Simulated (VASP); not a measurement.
The system is Sn3GeSe.

```
Sn Ge Se
1.0
     5.09623    0.00000    0.00000
     0.00000    5.09623    0.00000
     0.00000    0.00000    5.09623
Sn Ge Se
3 1 1
Direct
  0.50000 0.50000 0.00000
  0.00000 0.50000 0.50000
  0.50000 0.00000 0.50000
  0.00000 0.00000 0.00000
  0.50000 0.50000 0.50000
```

| Property | Result |
| --- | --- |
| Program | VASP 6.6.1 |
| Task | relaxation of cell and atoms |
| Functional | PBE |
| Potentials or basis | VASP PAW PBE potentials, release 64 (Sn_d, Ge_d, Se) |
| Cutoff | 600 eV |
| k mesh | 4 × 4 × 4 |
| Occupations | gaussian, width 0.1 eV |
| Spin | no spin polarisation |

At the start: pressure 11.3 GPa; volume 26.47 Å³/atom.

Where does the relaxation end?

Over 3 steps the energy falls by 216.3 meV/atom and the volume is 33.91 Å³/atom (+28.1 %); space group Pm-3m (No. 221, to 0.05 Å).

The path:
```
step  energy change (eV)  largest force (eV/Å)  pressure (GPa)  volume (Å³)
   1              0.0000                0.0000           11.30       132.36
   2             -1.0805                0.0000           -0.28       171.45
   3             -1.0817                0.0000            0.08       169.55
```

Final structure:
```cif
data_structure
_symmetry_space_group_name_H-M 'P 1'
_symmetry_Int_Tables_number 1
_cell_length_a 5.5348
_cell_length_b 5.5348
_cell_length_c 5.5348
_cell_angle_alpha 90.000
_cell_angle_beta 90.000
_cell_angle_gamma 90.000
_cell_volume 169.55
loop_
_atom_site_label
_atom_site_type_symbol
_atom_site_fract_x
_atom_site_fract_y
_atom_site_fract_z
_atom_site_occupancy
Sn1 Sn 0.50000 0.50000 0.00000 1
Sn2 Sn 0.00000 0.50000 0.50000 1
Sn3 Sn 0.50000 0.00000 0.50000 1
Ge1 Ge 0.00000 0.00000 0.00000 1
Se1 Se 0.50000 0.50000 0.50000 1
```

Caveat: the volume moved by over 15 % at a fixed basis, so the end points are rough.
